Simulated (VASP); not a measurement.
# MnPt2 (P-3m1) in VASP: notebook

Runs on MnPt2. Level: PBE+D3(BJ). Tasks: single point.

Everything below comes from runs of VASP 6.6.1. Logs are shortened: lines on timing, memory, paths and dates and some standing lists are left out, and cuts for length are marked.

## Step 1: The cell of the first run

The structure is trigonal, space group P-3m1 (No. 164). Conventional cell: a = 2.896 Å, b = 2.896 Å, c = 6.618 Å, α = 90.00°, β = 90.00°, γ = 120.00°. Within 3.5 Å of Mn (site symmetry -3m) lie 6 Pt at 2.68 Å and 6 Mn at 2.90 Å. Pt (site symmetry 3m) has 3 Mn at 2.68 Å and 9 Pt at 2.90 to 2.95 Å within 3.5 Å.

## Step 2: Single point, PBE+D3(BJ), collinear spin, ferromagnetic start

INCAR

```
ALGO = Normal ; EDIFF = 1E-6
ENCUT = 500 ; GGA = PE
GGA_COMPAT = F ; ISIF = 2
ISMEAR = -1 ; ISPIN = 2
IVDW = 12 ; LASPH = T
LCHARG = T ; LELF = T
LMAXMIX = 4 ; LORBIT = 11
LREAL = F ; LVHAR = T
LWAVE = F ; MAGMOM = 2.8 0 0
NBANDS = 28 ; NELM = 200
PREC = Accurate ; SIGMA = 0.15
```

KPOINTS

```
k-points
0
Gamma
  12 12 5
```

POSCAR

```
MnPt2
1.0
    2.8960188925      0.0000000000      0.0000000000
   -1.4480094463      2.5080264593      0.0000000000
    0.0000000000      0.0000000000      6.6184678581
Mn Pt
1 2
Direct
    0.0000000000      0.0000000000      0.0000000000
    0.3333333333      0.6666666667      0.6837940000
    0.6666666667      0.3333333333      0.3162060000
```

Potentials or basis: VASP PAW PBE potentials, release 64 (Mn_pv, Pt).

Started as:

```sh
cat potpaw_PBE.64/Mn_pv/POTCAR potpaw_PBE.64/Pt/POTCAR > POTCAR
mpirun -np 1 vasp_std > vasp.out
```

OUTCAR:

```text
EDIFF = 1E-6
   ENCUT = 500
   GGA = PE
   ISIF = 2
   ISMEAR = -1
   ISPIN = 2
   IVDW = 12
   LASPH = T
   LORBIT = 11
   LREAL = F
   NELM = 200
   PREC = Accurate
 IVDW          = 12

 ion  position               nearest neighbor table
   1  0.000  0.000  0.000-   2 2.68   3 2.68   3 2.68   2 2.68   3 2.68   2 2.68
   2  0.333  0.667  0.684-   1 2.68   1 2.68   1 2.68   3 2.95   3 2.95   3 2.95
   3  0.667  0.333  0.316-   1 2.68   1 2.68   1 2.68   2 2.95   2 2.95   2 2.95

  LATTYP: Found a hexagonal cell.
 ALAT       =     2.8960188925
 C/A-ratio  =     2.2853676387

  Lattice vectors:

 A1 = (   2.8960188925,   0.0000000000,   0.0000000000)
 A2 = (  -1.4480094463,   2.5080264593,   0.0000000000)
 A3 = (   0.0000000000,   0.0000000000,   6.6184678581)

Analysis of symmetry for initial positions (statically):
=====================================================================
 Subroutine PRICEL returns:
 Original cell was already a primitive cell.

 Routine SETGRP: Setting up the symmetry group for a
 hexagonal supercell.

 Subroutine GETGRP returns: Found 12 space group operations
 (whereof 12 operations were pure point group operations)
 out of a pool of 24 trial point group operations.

The static configuration has the point symmetry D_3d.

Analysis of symmetry for dynamics (positions and initial velocities):
=====================================================================
 Subroutine PRICEL returns:
 Original cell was already a primitive cell.

 Routine SETGRP: Setting up the symmetry group for a
 hexagonal supercell.

 Subroutine GETGRP returns: Found 12 space group operations
 (whereof 12 operations were pure point group operations)
 out of a pool of 24 trial point group operations.

The dynamic configuration has the point symmetry D_3d.

Analysis of structural, dynamic, and magnetic symmetry:
=====================================================================
 Subroutine PRICEL returns:
 Original cell was already a primitive cell.

 Routine SETGRP: Setting up the symmetry group for a
 hexagonal supercell.

 Subroutine GETGRP returns: Found 12 space group operations
 (whereof 12 operations were pure point group operations)
 out of a pool of 24 trial point group operations.

The overall configuration has the point symmetry D_3d.

 Subroutine INISYM returns: Found 12 space group operations
 (whereof 12 operations are pure point group operations),
 and found     1 'primitive' translations

----------------------------------------------------------------------------------------

                                     Primitive cell

  volume of cell :      48.0719

  direct lattice vectors                    reciprocal lattice vectors
     2.896018892  0.000000000  0.000000000     0.345301615  0.199359938  0.000000000
    -1.448009446  2.508026459  0.000000000     0.000000000  0.398719876  0.000000000
     0.000000000  0.000000000  6.618467858     0.000000000  0.000000000  0.151092371

  length of vectors
     2.896018892  2.896019350  6.618467858     0.398719939  0.398719876  0.151092371

  position of ions in fractional coordinates (direct lattice)
     0.000000000  0.000000000  0.000000000
     0.333333333  0.666666667  0.683794000
     0.666666667  0.333333333  0.316206000

  ion indices of the primitive-cell ions
   primitive index   ion index
                 1           1
                 2           2
                 3           3

----------------------------------------------------------------------------------------

 KPOINTS: k-points

Automatic generation of k-mesh.
 Grid dimensions read from file:
 generate k-points for:   12   12    5

 Generating k-lattice:

  Cartesian coordinates                     Fractional coordinates (reciprocal lattice)
     0.028775135  0.016613328  0.000000000     0.083333333  0.000000000  0.000000000
     0.000000000  0.033226656  0.000000000     0.000000000  0.083333333  0.000000000
     0.000000000  0.000000000  0.030218474     0.000000000  0.000000000  0.200000000

  Length of vectors
     0.033226662  0.033226656  0.030218474

  Shift w.r.t. Gamma in fractional coordinates (k-lattice)
     0.000000000  0.000000000  0.000000000

 Subroutine IBZKPT returns following result:
 ===========================================

 Found     81 irreducible k-points:

 Following reciprocal coordinates:
            Coordinates               Weight
  0.000000  0.000000  0.000000      1.000000
  0.083333  0.000000  0.000000      6.000000
  0.166667  0.000000  0.000000      6.000000
  0.250000  0.000000  0.000000      6.000000
  0.333333  0.000000  0.000000      6.000000
  0.416667  0.000000  0.000000      6.000000
[... 16 lines left out ...]
  0.166667  0.000000  0.200000      6.000000
  0.000000  0.166667  0.200000      6.000000
 [... further k-points ...]
   k-points           NKPTS =     81   k-points in BZ     NKDIM =     81   number of bands    NBANDS=     28
   number of dos      NEDOS =    301   number of ions     NIONS =      3
   total plane-waves  NPLWV =  27648
   dimension x,y,z NGX =    24 NGY =   24 NGZ =   48
   dimension x,y,z NGXF=    48 NGYF=   48 NGZF=   96
   ions per type =               1   2
   NGX,Y,Z   is equivalent  to a cutoff of  13.78, 13.78, 12.06 a.u.
   NGXF,Y,Z  is equivalent  to a cutoff of  27.55, 27.55, 24.11 a.u.
 SYSTEM =  unknown system
   PREC   = accura    normal or accurate (medium, high low for compatibility)
   ISTART =      0    job   : 0-new  1-cont  2-samecut
   ICHARG =      2    charge: 1-file 2-atom 10-const
   ISPIN  =      2    spin polarized calculation?
   LNONCOLLINEAR =      F non collinear calculations
   LSORBIT =      F    spin-orbit coupling
   LASPH  =      T    aspherical Exc in radial PAW
   ENCUT  =  500.0 eV  36.75 Ry    6.06 a.u.   5.28  5.28 12.07*2*pi/ulx,y,z
   NELM   =    200;   NELMIN=  2; NELMDL= -5     # of ELM steps
   EDIFF  = 0.1E-05   stopping-criterion for ELM
   LREAL  =      F    real-space projection
   EDIFFG = 0.1E-04   stopping-criterion for IOM
   NSW    =      0    number of steps for IOM
   IBRION =     -1    ionic relax: 0-MD 1-quasi-New 2-CG
   NFREE  =      0    steps in history (QN), initial steepest desc. (CG)
   ISIF   =      2    stress and relaxation
   ISYM   =      2    0-nonsym 1-usesym 2-fastsym
   POTIM  = 0.5000    time-step for ionic-motion
   TEBEG  =    0.0;   TEEND  =   0.0 temperature during run
   PSTRESS=    0.0 pullay stress
   NELECT =      33.0000    total number of electrons
   NUPDOWN=      -1.0000    fix difference up-down
   EMIN   =  10.00;   EMAX   =-10.00  energy-range for DOS
   EFERMI =   0.00;   METHOD = LEGACY
   ISMEAR =    -1;   SIGMA  =   0.15  broadening in eV -4-tet -1-fermi 0-gaus
   EFERMI_NEDOS =   21; number of points for ismear=-14 and -15
   IALGO  =     38    algorithm
   IMIX   =      4    mixing-type and parameters
     AMIX     =   0.40;   BMIX     =  1.00
     AMIX_MAG =   1.60;   BMIX_MAG =  1.00
  volume/ion in A,a.u.               =      16.02       108.13
  Fermi-wavevector in a.u.,A,eV,Ry     =   1.444162  2.729070 28.376352  2.085603
  Thomas-Fermi vector in A             =   2.562488
   LORBIT       =     11    0 simple, 1 ext, 2 COOP (PROOUT), +10 PAW based schemes
   GGA     = PE    functional components
   LHFCALC =     F    Hartree Fock is set to
   AEXX    =    0.0000 exact exchange contribution
   IVDW    =    12    specifies the selected vdW correction
   LEPSILON=     F    determine dielectric tensor
   LRPA    =     F    only Hartree local field effects (RPA)
 spin polarized calculation
  energy-cutoff  :      500.00
  volume of cell :       48.07
 maximum number of plane-waves:      1234
 NGX is ok and might be reduce to    24
   NGX = 11   NGY = 11   NGZ = 25

 number of electron      33.0000002 magnetization       4.4234142

 Free energy of the ion-electron system (eV)
  ---------------------------------------------------
  ext. energy  EPLUGINS =         0.00000000
  ---------------------------------------------------
  free energy    TOTEN  =       -21.80522272 eV

  energy without entropy =      -21.60455916  energy(sigma->0) =      -21.70489094

 E-fermi :   8.9587     XC(G=0): -12.6185

 val. band max:        8.9572368599   @ k =   0.5000   0.0000   0.0000
 cond. band min:       8.9626172970   @ k =   0.3333   0.0833   0.4000
 fundamental gap:      0.0053804372
 Fermi energy:         8.9587461426

 spin component 1

 k-point     1 :       0.0000    0.0000    0.0000
  band No.  band energies     occupation
      1     -40.8577      1.00000
      2     -40.8406      1.00000
      3     -40.8406      1.00000
      4      -0.0082      1.00000
      5       2.2933      1.00000
      6       3.3568      1.00000
[... 20 lines left out ...]
     27      27.4589      0.00000
     28      27.4591      0.00000
[... 683 lines left out ...]
 k-point    24 :       0.0000    0.1667    0.2000
  band No.  band energies     occupation
      1     -40.8687      1.00000
      2     -40.8543      1.00000
      3     -40.8476      1.00000
      4       0.9726      1.00000
      5       2.7981      1.00000
      6       3.7135      1.00000
[... 20 lines left out ...]
     27      25.2106      0.00000
     28      25.7084      0.00000

 [... further k-points ...]

 spin component 2

 k-point     1 :       0.0000    0.0000    0.0000
  band No.  band energies     occupation
      1     -36.8864      1.00000
      2     -36.7970      1.00000
      3     -36.7970      1.00000
      4       0.2260      1.00000
      5       2.4100      1.00000
      6       4.1150      1.00000
[... 20 lines left out ...]
     27      28.1382      0.00000
     28      28.1749      0.00000
[... 683 lines left out ...]
 k-point    24 :       0.0000    0.1667    0.2000
  band No.  band energies     occupation
      1     -36.8822      1.00000
      2     -36.8298      1.00000
      3     -36.8051      1.00000
      4       1.2089      1.00000
      5       2.9869      1.00000
      6       4.3140      1.00000
[... 20 lines left out ...]
     27      25.4610      0.00000
     28      26.1019      0.00000

 [... further k-points ...]

------------------------ aborting loop because EDIFF is reached ----------------------------------------

 Edisp (eV)   -1.62835

 E8    (eV) :    -0.7447

  FORCE on cell =-STRESS in cart. coord.  units (eV):
  Direction    XX          YY          ZZ          XY          YZ          ZX
  --------------------------------------------------------------------------------------
  -------------------------------------------------------------------------------------
  Total      -4.09373    -4.09373    -3.71504     0.00000     0.00000    -0.00000
  in kB    -136.43917  -136.43923  -123.81769     0.00000     0.00000    -0.00000
  external pressure =     -132.23 kB  Pullay stress =        0.00 kB

 VOLUME and BASIS-vectors are now :
 -----------------------------------------------------------------------------
  energy-cutoff  :      500.00
  volume of cell :       48.07
      direct lattice vectors                 reciprocal lattice vectors
     2.896018892  0.000000000  0.000000000     0.345301615  0.199359938  0.000000000
    -1.448009446  2.508026459  0.000000000     0.000000000  0.398719876  0.000000000
     0.000000000  0.000000000  6.618467858     0.000000000  0.000000000  0.151092371

 POSITION                                       TOTAL-FORCE (eV/Angst)
 -----------------------------------------------------------------------------------
      0.00000      0.00000      0.00000        -0.000000      0.000000      0.000000
     -0.00000      1.67202      4.52567         0.000000      0.000000      0.035462
      1.44801      0.83601      2.09280         0.000000     -0.000000     -0.035462
 -----------------------------------------------------------------------------------
    total drift:                                0.000000     -0.000000     -0.000000

  FREE ENERGIE OF THE ION-ELECTRON SYSTEM (eV)
  ---------------------------------------------------
  free  energy   TOTEN  =       -23.4335678582 eV

  energy  without entropy=      -23.2329043018  energy(sigma->0) =      -23.33323608

 total charge

# of ion       s       p       d       tot
------------------------------------------
    1        0.309   6.246   4.943  11.498
    2        0.632   0.491   8.025   9.147
    3        0.632   0.491   8.025   9.147
--------------------------------------------------
tot          1.573   7.227  20.993  29.793

 magnetization (x)

# of ion       s       p       d       tot
------------------------------------------
    1        0.018   0.024   3.714   3.756
    2       -0.017  -0.003   0.265   0.244
    3       -0.017  -0.003   0.265   0.244
--------------------------------------------------
tot         -0.017   0.018   4.243   4.244
```

Wall time 2.1 min (1 thread of Intel Xeon Platinum 8488C (Sapphire Rapids), shared host); peak memory 0.31 GiB.

What came out:

```
Free energy                                           : -23.4336 eV
Pressure                                              : -13.2 GPa
Largest force                                         : 0.035 eV/Å
Net moment                                            : 4.42 μB per cell
Site moments                                          : Mn +3.76; Pt +0.24 μB
Valence electrons inside the program's atomic spheres : Mn 11.50; Pt 9.15
Dispersion energy per atom                            : -0.543 eV
```

Forces on the atoms (eV/Å):
```
Mn   0.000  0.000  0.000
Pt   0.000  0.000  0.035
Pt   0.000  0.000 -0.035
```

Caveat: three body term missing; the cell stands under tension; spin-orbit coupling is left out, which moves the levels of the heavy elements.

## Step 3: Single point, PBE+D3(BJ), collinear spin, ferromagnetic start

This run uses another cell than the first one, of 16.49 Å³/atom.

INCAR

```
ALGO     = Normal         # electronic algorithm
EDIFF    = 1E-6           # SCF threshold, eV
ENCUT    = 500            # plane-wave cutoff, eV
GGA      = PE             # functional
GGA_COMPAT= F            
ISIF     = 2              # what is computed and relaxed
ISMEAR   = -1             # smearing method
ISPIN    = 2              # spin polarisation
IVDW     = 12             # dispersion correction
LASPH    = T              # aspherical terms in the spheres
LCHARG   = F              # write CHGCAR
LMAXMIX  = 4              # l up to which the mixer works
LORBIT   = 11             # projections on sites
LREAL    = F              # projectors in reciprocal space
LWAVE    = F              # write WAVECAR
MAGMOM   = 2.8 0 0        # initial moments
NBANDS   = 28             # bands
NELM     = 200            # most SCF steps
PREC     = Accurate       # precision mode
SIGMA    = 0.15           # smearing width, eV
```

KPOINTS is that of step 2.

POSCAR

```
MnPt2
1.0
    2.9236016849      0.0000000000      0.0000000000
   -1.4618008425      2.5319138633      0.0000000000
    0.0000000000      0.0000000000      6.6815046792
Mn Pt
1 2
Direct
    0.0000000000      0.0000000000      0.0000000000
    0.3333333333      0.6666666667      0.6837940000
    0.6666666667      0.3333333333      0.3162060000
```

Potentials or basis: VASP PAW PBE potentials, release 64 (Mn_pv, Pt).

Started as:

```sh
cat potpaw_PBE.64/Mn_pv/POTCAR potpaw_PBE.64/Pt/POTCAR > POTCAR
mpirun -np 1 vasp_std > vasp.out
```

It took 2 min on 1 thread of Intel Xeon Platinum 8488C (Sapphire Rapids), shared host; peak memory 0.31 GiB.

Results (log left out):

```yaml
Free_energy: -23.3051 eV
Pressure: -16.7 GPa
Largest_force: 0.093 eV/Å
Net_moment: 4.50 μB per cell
Site_moments: Mn +3.82; Pt +0.25 μB
Valence_electrons_inside_the_program's_atomic_spheres: Mn 11.46; Pt 9.10
Dispersion_energy_per_atom: -0.527 eV
```

Forces in eV/Å, atoms in the order of the input:
```
Mn   0.000  0.000  0.000
Pt   0.000  0.000  0.093
Pt   0.000  0.000 -0.093
```

Stress tensor (GPa, compression positive):
```
-16.87   0.00   0.00
  0.00 -16.87   0.00
  0.00   0.00 -16.31
```

Levels at points of the mesh, in eV from the Fermi level:
Spin up:
```
           k point  band 16  band 17  band 18  band 19  band 20  band 21  band 22  band 23
(0.00, 0.00, 0.00)    -1.59    -1.59    -1.02    -1.02    -0.89    -0.89     9.55    10.54
(0.50, 0.00, 0.00)    -0.34    -0.22     0.05     1.40     1.76     1.83     5.26     5.36
```
Spin down:
```csv
k point,band 13,band 14,band 15,band 16,band 17,band 18
"(0.00, 0.00, 0.00)",-1.72,-1.72,-0.88,-0.88,0.83,1.35
"(0.50, 0.00, 0.00)",0.00,0.06,0.23,1.52,1.96,2.26
```

Caveat: three body term missing; the cell stands under tension; spin-orbit coupling is left out, which moves the levels of the heavy elements.

## Step 4: Single point, PBE+D3(BJ), collinear spin, ferromagnetic start

This run uses another cell than the first one, of 14.64 Å³/atom.

INCAR

```
  ALGO = Normal
  EDIFF = 1E-6
  ENCUT = 500
  GGA = PE
  GGA_COMPAT = F
  ISIF = 2
  ISMEAR = -1
  ISPIN = 2
  IVDW = 12
  LASPH = T
  LCHARG = F
  LMAXMIX = 4
  LORBIT = 11
  LREAL = F
  LWAVE = F
  MAGMOM = 2.8 0 0
  NBANDS = 28
  NELM = 200
  PREC = Accurate
  SIGMA = 0.15
```

KPOINTS is that of step 3.

POSCAR

```
MnPt2
1.0
    2.8099471134      0.0000000000      0.0000000000
   -1.4049735567      2.4334860964      0.0000000000
    0.0000000000      0.0000000000      6.4217621995
Mn Pt
1 2
Direct
    0.0000000000      0.0000000000      0.0000000000
    0.3333333333      0.6666666667      0.6837940000
    0.6666666667      0.3333333333      0.3162060000
```

Potentials or basis: VASP PAW PBE potentials, release 64 (Mn_pv, Pt).

Started as:

```sh
cat potpaw_PBE.64/Mn_pv/POTCAR potpaw_PBE.64/Pt/POTCAR > POTCAR
mpirun -np 1 vasp_std > vasp.out
```

OUTCAR:

```text
EDIFF = 1E-6
   ENCUT = 500
   GGA = PE
   ISIF = 2
   ISMEAR = -1
   ISPIN = 2
   IVDW = 12
   LASPH = T
   LORBIT = 11
   LREAL = F
   NELM = 200
   PREC = Accurate
 IVDW          = 12

 ion  position               nearest neighbor table
   1  0.000  0.000  0.000-   2 2.60   3 2.60   3 2.60   2 2.60   3 2.60   2 2.60
   2  0.333  0.667  0.684-   1 2.60   1 2.60   1 2.60   3 2.86   3 2.86   3 2.86
   3  0.667  0.333  0.316-   1 2.60   1 2.60   1 2.60   2 2.86   2 2.86   2 2.86

  LATTYP: Found a hexagonal cell.
 ALAT       =     2.8099471134
 C/A-ratio  =     2.2853676387

  Lattice vectors:

[... 1712 lines left out ...]
  energy-cutoff  :      500.00
  volume of cell :       43.91
      direct lattice vectors                 reciprocal lattice vectors
     2.809947113  0.000000000  0.000000000     0.355878584  0.205466553  0.000000000
    -1.404973557  2.433486096  0.000000000     0.000000000  0.410933106  0.000000000
     0.000000000  0.000000000  6.421762199     0.000000000  0.000000000  0.155720497

 POSITION                                       TOTAL-FORCE (eV/Angst)
 -----------------------------------------------------------------------------------
      0.00000      0.00000      0.00000         0.000000      0.000000      0.000000
     -0.00000      1.62232      4.39116        -0.000000     -0.000000     -0.128996
      1.40497      0.81116      2.03060         0.000000      0.000000      0.128996
 -----------------------------------------------------------------------------------
    total drift:                                0.000000      0.000000      0.000000

  FREE ENERGIE OF THE ION-ELECTRON SYSTEM (eV)
  ---------------------------------------------------
  free  energy   TOTEN  =       -23.5966990280 eV

  energy  without entropy=      -23.3599934652  energy(sigma->0) =      -23.47834625

 total charge

# of ion       s       p       d       tot
------------------------------------------
    1        0.333   6.290   5.008  11.631
    2        0.675   0.593   8.065   9.334
    3        0.675   0.593   8.065   9.334
--------------------------------------------------
tot          1.684   7.476  21.138  30.299

 magnetization (x)

# of ion       s       p       d       tot
------------------------------------------
    1        0.014   0.024   3.419   3.457
    2       -0.016  -0.002   0.221   0.203
    3       -0.016  -0.002   0.221   0.203
--------------------------------------------------
tot         -0.018   0.020   3.861   3.863
```

Wall time 1.7 min (1 thread of Oxide Virtual Turin-like, shared host); peak memory 0.24 GiB.

Results:

| Quantity | Value |
| --- | --- |
| Free energy | -23.5967 eV |
| Pressure | 1.5 GPa |
| Largest force | 0.129 eV/Å |
| Net moment | 4.02 μB per cell |
| Site moments | Mn +3.46; Pt +0.20 μB |
| Valence electrons inside the program's atomic spheres | Mn 11.63; Pt 9.33 |
| Dispersion energy per atom | -0.596 eV |

Forces on the atoms (eV/Å):
```
Mn   0.000  0.000  0.000
Pt   0.000  0.000 -0.129
Pt   0.000  0.000  0.129
```

Caveat: three body term missing; spin-orbit coupling is left out, which moves the levels of the heavy elements.

[end of part 1 of 2]
